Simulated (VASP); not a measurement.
GaN, 4 atoms in the cell. Symmetry: P6_3mc, No. 186, hexagonal system. The conventional cell has a = 3.183 Å, b = 3.183 Å, c = 5.184 Å, α = 90.00°, β = 90.00°, γ = 120.00°. Ga (site symmetry 3m) has 4 N at 1.95 Å within 2.6 Å. Within 2.6 Å of N (site symmetry 3m) lie 4 Ga at 1.95 Å. 

```yaml
Program: VASP 6.6.1
Task: single point
Functional: PBE-based screened hybrid with 100 % exact exchange
Potentials_or_basis: VASP PAW PBE potentials, release 64 (Ga_d, N)
Cutoff: 520 eV
k_mesh: 6 × 6 × 2
Occupations: gaussian, width 0.01 eV
Spin: no spin polarisation
Dipole_correction: no
Grid_for_exact_exchange_PRECFOCK: Normal
Share_of_exact_exchange: 1
Further_INCAR_settings: ALGO = Normal; EDIFF = 1e-06; NBANDS = 26
Screening_parameter: 0.2078 1/Å
```

Potentials or basis: VASP PAW PBE potentials, release 64 (Ga_d, N).

The run is started by

```bash
$ cat potpaw_PBE.64/Ga_d/POTCAR potpaw_PBE.64/N/POTCAR > POTCAR
$ cp INCAR.step1 INCAR
$ mpirun -np 1 vasp_std > vasp.out
$ cp INCAR.step2 INCAR
$ mpirun -np 1 vasp_std > vasp.out
```

Hardware: 1 thread of Intel(R) Xeon(R) Platinum 8488C (Sapphire Rapids) (shared host).

Q: How long does it take, and how much memory?

A: Wall time 42 min on 1 thread of Intel(R) Xeon(R) Platinum 8488C (Sapphire Rapids) (shared host), peak memory 0.27 GiB. Counts: k points 14.
